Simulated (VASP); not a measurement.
# HgSb (F-43m) in VASP: single point with PBEsol

Aim: the single point of HgSb with PBEsol.

All numbers are computed with VASP 6.6.1; they aren't measurements. Logs are shortened: lines on timing, memory, paths and dates and some standing lists are left out, and cuts for length are marked.

## (1) The cell of the first run

It takes space group F-43m (No. 216, cubic). The conventional cell has a = 6.403 Å, b = 6.403 Å, c = 6.403 Å, α = 90.00°, β = 90.00°, γ = 90.00°. Hg (site symmetry -43m) has 4 Sb at 2.77 Å within 3.7 Å. Sb (site symmetry -43m) has 4 Hg at 2.77 Å within 3.7 Å.

## (2) Single point, PBEsol

File POSCAR:

```
HgSb
1.0
    0.0000000000      3.2015114781      3.2015114781
    3.2015114781      0.0000000000      3.2015114781
    3.2015114781      3.2015114781      0.0000000000
Hg Sb
1 1
Direct
    0.0000000000      0.0000000000      0.0000000000
    0.2500000000      0.2500000000      0.2500000000
```

File INCAR.step1:

```
  PREC = Accurate
  ENCUT = 520
  EDIFF = 1E-6
  ISMEAR = 0
  SIGMA = 0.05
  LREAL = F
  LASPH = T
  NELM = 100
  ALGO = Normal
  ISIF = 2
  LWAVE = F
  LCHARG = T
  GGA = PS
  NBANDS = 16
```

File KPOINTS.step1:

```
Automatic mesh
0
Gamma
  10 10 10
```

File INCAR.step2:

```
  PREC = Accurate
  ENCUT = 520
  EDIFF = 1E-6
  ISMEAR = -5
  SIGMA = 0.05
  LREAL = F
  LASPH = T
  NELM = 100
  ALGO = Normal
  ISIF = 2
  LWAVE = F
  LCHARG = F
  GGA = PS
  LORBIT = 10
  NBANDS = 16
  NEDOS = 2001
  ICHARG = 11
```

File KPOINTS.step2:

```
Automatic mesh
0
Gamma
  15 15 15
```

Potentials or basis: VASP PAW PBE potentials, release 64 (Hg, Sb).

Command:

```console
$ cat potpaw_PBE.64/Hg/POTCAR potpaw_PBE.64/Sb/POTCAR > POTCAR
$ cp INCAR.step1 INCAR
$ cp KPOINTS.step1 KPOINTS
$ mpirun -np 1 vasp_std > vasp.out
$ cp INCAR.step2 INCAR
$ cp KPOINTS.step2 KPOINTS
$ mpirun -np 1 vasp_std > vasp.out
```

OUTCAR:

```text
PREC = Accurate
   ENCUT = 520
   EDIFF = 1E-6
   ISMEAR = -5
   LREAL = F
   LASPH = T
   NELM = 100
   ISIF = 2
   GGA = PS
   LORBIT = 10
   ICHARG = 11

 ion  position               nearest neighbor table
   1  0.000  0.000  0.000-   2 2.77   2 2.77   2 2.77   2 2.77
   2  0.250  0.250  0.250-   1 2.77   1 2.77   1 2.77   1 2.77

  LATTYP: Found a face centered cubic cell.
 ALAT       =     6.4030229562

  Lattice vectors:

 A1 = (   0.0000000000,   3.2015114781,   3.2015114781)
 A2 = (   3.2015114781,   0.0000000000,   3.2015114781)
 A3 = (   3.2015114781,   3.2015114781,   0.0000000000)

Analysis of symmetry for initial positions (statically):
=====================================================================
 Subroutine PRICEL returns:
 Original cell was already a primitive cell.

 Routine SETGRP: Setting up the symmetry group for a
 face centered cubic supercell.

 Subroutine GETGRP returns: Found 24 space group operations
 (whereof 24 operations were pure point group operations)
 out of a pool of 48 trial point group operations.

The static configuration has the point symmetry T_d .

Analysis of symmetry for dynamics (positions and initial velocities):
=====================================================================
 Subroutine PRICEL returns:
 Original cell was already a primitive cell.

 Routine SETGRP: Setting up the symmetry group for a
 face centered cubic supercell.

 Subroutine GETGRP returns: Found 24 space group operations
 (whereof 24 operations were pure point group operations)
 out of a pool of 48 trial point group operations.

The dynamic configuration has the point symmetry T_d .

 Subroutine INISYM returns: Found 24 space group operations
 (whereof 24 operations are pure point group operations),
 and found     1 'primitive' translations

----------------------------------------------------------------------------------------

                                     Primitive cell

  volume of cell :      65.6289

  direct lattice vectors                    reciprocal lattice vectors
     0.000000000  3.201511478  3.201511478    -0.156176232  0.156176232  0.156176232
     3.201511478  0.000000000  3.201511478     0.156176232 -0.156176232  0.156176232
     3.201511478  3.201511478  0.000000000     0.156176232  0.156176232 -0.156176232

  length of vectors
     4.527620952  4.527620952  4.527620952     0.270505169  0.270505169  0.270505169

  position of ions in fractional coordinates (direct lattice)
     0.000000000  0.000000000  0.000000000
     0.250000000  0.250000000  0.250000000

  ion indices of the primitive-cell ions
   primitive index   ion index
                 1           1
                 2           2

----------------------------------------------------------------------------------------

 KPOINTS: Automatic mesh

Automatic generation of k-mesh.
 Grid dimensions read from file:
 generate k-points for:   15   15   15

 Generating k-lattice:

  Cartesian coordinates                     Fractional coordinates (reciprocal lattice)
    -0.010411749  0.010411749  0.010411749     0.066666667  0.000000000  0.000000000
     0.010411749 -0.010411749  0.010411749     0.000000000  0.066666667  0.000000000
     0.010411749  0.010411749 -0.010411749     0.000000000  0.000000000  0.066666667

  Length of vectors
     0.018033678  0.018033678  0.018033678

  Shift w.r.t. Gamma in fractional coordinates (k-lattice)
     0.000000000  0.000000000  0.000000000

 TETIRR: Found    484 inequivalent tetrahedra from    20250

 Subroutine IBZKPT returns following result:
 ===========================================

 Found    120 irreducible k-points:

 Following reciprocal coordinates:
            Coordinates               Weight
  0.000000  0.000000  0.000000      1.000000
  0.066667  0.000000  0.000000      8.000000
  0.133333  0.000000  0.000000      8.000000
  0.200000  0.000000  0.000000      8.000000
  0.266667  0.000000  0.000000      8.000000
  0.333333  0.000000  0.000000      8.000000
[... 16 lines left out ...]
  0.133333  0.133333  0.000000      6.000000
  0.200000  0.133333  0.000000     24.000000
 [... further k-points ...]
   k-points           NKPTS =    120   k-points in BZ     NKDIM =    120   number of bands    NBANDS=     16
   number of dos      NEDOS =   2001   number of ions     NIONS =      2
   total plane-waves  NPLWV =  46656
   dimension x,y,z NGX =    36 NGY =   36 NGZ =   36
   dimension x,y,z NGXF=    72 NGYF=   72 NGZF=   72
   ions per type =               1   1
   NGX,Y,Z   is equivalent  to a cutoff of  13.22, 13.22, 13.22 a.u.
   NGXF,Y,Z  is equivalent  to a cutoff of  26.44, 26.44, 26.44 a.u.
 SYSTEM =  unknown system
   PREC   = accura    normal or accurate (medium, high low for compatibility)
   ISTART =      0    job   : 0-new  1-cont  2-samecut
   ICHARG =     11    charge: 1-file 2-atom 10-const
   ISPIN  =      1    spin polarized calculation?
   LNONCOLLINEAR =      F non collinear calculations
   LSORBIT =      F    spin-orbit coupling
   LASPH  =      T    aspherical Exc in radial PAW
   ENCUT  =  520.0 eV  38.22 Ry    6.18 a.u.   8.42  8.42  8.42*2*pi/ulx,y,z
   NELM   =    100;   NELMIN=  2; NELMDL=  0     # of ELM steps
   EDIFF  = 0.1E-05   stopping-criterion for ELM
   LREAL  =      F    real-space projection
   EDIFFG = 0.1E-04   stopping-criterion for IOM
   NSW    =      0    number of steps for IOM
   IBRION =     -1    ionic relax: 0-MD 1-quasi-New 2-CG
   NFREE  =      0    steps in history (QN), initial steepest desc. (CG)
   ISIF   =      2    stress and relaxation
   ISYM   =      2    0-nonsym 1-usesym 2-fastsym
   POTIM  = 0.5000    time-step for ionic-motion
   TEBEG  =    0.0;   TEEND  =   0.0 temperature during run
   PSTRESS=    0.0 pullay stress
   NELECT =      17.0000    total number of electrons
   NUPDOWN=      -1.0000    fix difference up-down
   EMIN   =  10.00;   EMAX   =-10.00  energy-range for DOS
   EFERMI =   0.00;   METHOD = LEGACY
   ISMEAR =    -5;   SIGMA  =   0.05  broadening in eV -4-tet -1-fermi 0-gaus
   EFERMI_NEDOS =   21; number of points for ismear=-14 and -15
   IALGO  =     38    algorithm
   IMIX   =      4    mixing-type and parameters
     AMIX     =   0.40;   BMIX     =  1.00
     AMIX_MAG =   1.60;   BMIX_MAG =  1.00
  volume/ion in A,a.u.               =      32.81       221.44
  Fermi-wavevector in a.u.,A,eV,Ry     =   1.043581  1.972082 14.817573  1.089061
  Thomas-Fermi vector in A             =   2.178296
   LORBIT       =     10    0 simple, 1 ext, 2 COOP (PROOUT), +10 PAW based schemes
   GGA     = PS    functional components
   LHFCALC =     F    Hartree Fock is set to
   AEXX    =    0.0000 exact exchange contribution
   IVDW    =     0    specifies the selected vdW correction
   LEPSILON=     F    determine dielectric tensor
   LRPA    =     F    only Hartree local field effects (RPA)
 non-spin polarized calculation
 Fermi weights with tetrahedron method with Bloechl corrections
  energy-cutoff  :      520.00
  volume of cell :       65.63
 maximum number of plane-waves:      1807
 NGX is ok and might be reduce to    36

 number of electron      16.9999999 magnetization

 Free energy of the ion-electron system (eV)
  ---------------------------------------------------
  ext. energy  EPLUGINS =         0.00000000
  ---------------------------------------------------
  free energy    TOTEN  =        -4.65726506 eV

  energy without entropy =       -4.65726506  energy(sigma->0) =       -4.65726506

 E-fermi :   2.7930     XC(G=0):  -9.1133

 val. band max:        2.8014422586   @ k =  -0.3333   0.2000   0.0667
 cond. band min:       2.7894980731   @ k =   0.4000   0.1333   0.0000
 fundamental gap:     -0.0119441855
 Fermi energy:         2.7929546095

 k-point     1 :       0.0000    0.0000    0.0000
  band No.  band energies     occupation
      1      -7.6418      2.00000
      2      -4.4294      2.00000
      3      -4.4294      2.00000
      4      -4.4294      2.00000
      5      -3.9620      2.00000
      6      -3.9620      2.00000
[... 8 lines left out ...]
     15      12.8499      0.00000
     16      12.8506      0.00000

 k-point     2 :       0.0667    0.0000    0.0000
  band No.  band energies     occupation
      1      -7.6110      2.00000
      2      -4.4232      2.00000
      3      -4.4232      2.00000
      4      -4.4221      2.00000
      5      -3.9629      2.00000
      6      -3.9629      2.00000
[... 8 lines left out ...]
     15      12.3380      0.00000
     16      12.3384      0.00000

 k-point     3 :       0.1333    0.0000    0.0000
  band No.  band energies     occupation
      1      -7.5224      2.00000
      2      -4.4064      2.00000
      3      -4.4064      2.00000
      4      -4.3958      2.00000
      5      -3.9649      2.00000
      6      -3.9649      2.00000
[... 8 lines left out ...]
     15      11.9131      0.00000
     16      11.9131      0.00000

 k-point     4 :       0.2000    0.0000    0.0000
  band No.  band energies     occupation
      1      -7.3876      2.00000
      2      -4.3829      2.00000
      3      -4.3829      2.00000
      4      -4.3374      2.00000
      5      -3.9660      2.00000
      6      -3.9660      2.00000
[... 8 lines left out ...]
     15      11.7180      0.00000
     16      11.7180      0.00000
[... 324 lines left out ...]
 k-point    22 :      -0.0667    0.0667    0.0000
  band No.  band energies     occupation
      1      -7.5609      2.00000
      2      -4.4163      2.00000
      3      -4.4132      2.00000
      4      -4.4062      2.00000
      5      -3.9679      2.00000
      6      -3.9605      2.00000
[... 8 lines left out ...]
     15      11.8005      0.00000
     16      11.9917      0.00000

 k-point    23 :       0.1333    0.1333    0.0000
  band No.  band energies     occupation
      1      -7.4821      2.00000
      2      -4.4140      2.00000
      3      -4.3845      2.00000
      4      -4.3845      2.00000
      5      -3.9790      2.00000
      6      -3.9527      2.00000
[... 8 lines left out ...]
     15      10.9940      0.00000
     16      13.1384      0.00000

 k-point    24 :       0.2000    0.1333    0.0000
  band No.  band energies     occupation
      1      -7.3813      2.00000
      2      -4.3964      2.00000
      3      -4.3597      2.00000
      4      -4.3522      2.00000
      5      -3.9837      2.00000
      6      -3.9487      2.00000
[... 8 lines left out ...]
     15      11.5600      0.00000
     16      12.8418      0.00000

 [... further k-points ...]

------------------------ aborting loop because EDIFF is reached ----------------------------------------

  FORCE on cell =-STRESS in cart. coord.  units (eV):
  Direction    XX          YY          ZZ          XY          YZ          ZX
  --------------------------------------------------------------------------------------
  -------------------------------------------------------------------------------------
  Total       -0.0237634     -0.0237634     -0.0237634     -0.0000000     -0.0000000     -0.0000000
  in kB       -0.5801294     -0.5801294     -0.5801294     -0.0000000     -0.0000000     -0.0000000
  external PRESSURE =      -0.5801294 kB  Pullay stress =       0.0000000 kB

 VOLUME and BASIS-vectors are now :
 -----------------------------------------------------------------------------
  energy-cutoff  :      520.00
  volume of cell :       65.63
      direct lattice vectors                 reciprocal lattice vectors
     0.000000000  3.201511478  3.201511478    -0.156176232  0.156176232  0.156176232
     3.201511478  0.000000000  3.201511478     0.156176232 -0.156176232  0.156176232
     3.201511478  3.201511478  0.000000000     0.156176232  0.156176232 -0.156176232

 POSITION                                       TOTAL-FORCE (eV/Angst)
 -----------------------------------------------------------------------------------
      0.00000      0.00000      0.00000         0.000000     -0.000000     -0.000000
      1.60076      1.60076      1.60076        -0.000000      0.000000      0.000000
 -----------------------------------------------------------------------------------
    total drift:                               -0.000000     -0.000000     -0.000000

  FREE ENERGIE OF THE ION-ELECTRON SYSTEM (eV)
  ---------------------------------------------------
  free  energy   TOTEN  =        -4.6572650618 eV

  energy  without entropy=       -4.6572650618  energy(sigma->0) =       -4.65726506

 total charge

# of ion       s       p       d       tot
------------------------------------------
    1        0.832   0.460   9.278  10.570
    2        1.183   1.179   0.029   2.391
--------------------------------------------------
tot          2.015   1.640   9.307  12.962
```

Run time: 46 s. Hardware: 1 thread of Intel Xeon 6975P-C (Granite Rapids), shared host; peak memory 0.28 GiB.

What came out:

* Valence electrons inside the program's atomic spheres: Hg 10.57; Sb 2.39

Levels at points of the mesh, in eV from the Fermi level:
| k point | band 6 | band 7 | band 8 | band 9 | band 10 | band 11 | band 12 | band 13 |
| --- | --- | --- | --- | --- | --- | --- | --- | --- |
| (0.00, 0.00, 0.00) | -6.75 | 0.76 | 1.60 | 1.60 | 1.60 | 4.68 | 4.68 | 4.68 |

Caveat: the PAW data sets were made with another functional, which shifts forces and pressure a little; spin-orbit coupling is left out, which moves the levels of the heavy elements; tetrahedron occupations give inexact forces and stress in metals.
